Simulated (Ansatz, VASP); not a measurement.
**NaLi5: VASP beside Ansatz**

```
CELL_PARAMETERS angstrom
4.68346 0.00000 0.00000
-2.34173 4.05599 0.00000
0.00000 0.00000 3.86995
ATOMIC_POSITIONS crystal
Na 0.00000 0.00000 0.00000
Li 0.33333 0.66667 0.00000
Li 0.66667 0.33333 0.00000
Li 0.50000 0.00000 0.50000
Li 0.50000 0.50000 0.50000
Li 0.00000 0.50000 0.50000
```

Change from the starting cell: species swapped into the EuAg5 type (P6/mmm, No. 191).

Alike in both runs: task relaxation of cell and atoms; functional PBE; k mesh 6 × 6 × 4; occupations gaussian, width 0.1 eV; no spin polarisation.

```csv
,VASP,Ansatz
version,VASP 6.6.1,Ansatz 0.2.0
potentials or method,"VASP PAW PBE potentials, release 64 (Na_pv, Li_sv), cutoff 600 eV","scalar-relativistic, plane waves, PAW"
valence electrons in the cell,22,24
```

Ansatz gave:

| Item | Value |
| --- | --- |
| gap on the k mesh at the Fermi level, each at its own relaxed structure (eV) | none |
| relaxed volume (Å³/atom) | 24.86 |
| relaxed length of the cell vector where the two differ most in proportion (Å) | 4.986 |

Q: Estimate VASP's values.

A: gap on the k mesh at the Fermi level, each at its own relaxed structure (eV): none; relaxed volume (Å³/atom): 21.18; relaxed length of the cell vector where the two differ most in proportion (Å): 4.702.

A gap of «none» marks a metal or a gap that the smearing closes. One of these differences is far larger than is usual between the two programs; its cause wasn't traced. VASP's potentials hold 22 valence electrons a cell and Ansatz's 24, so a difference there can come from the potentials and not from the codes.

The k mesh is coarse, so the values compare programs but aren't converged. Noted on VASP's run: the cutoff is under 1.25 times that of the potentials, so the pressure is a little rough; the volume moved by over 15 % at a fixed basis, so the end points are rough.
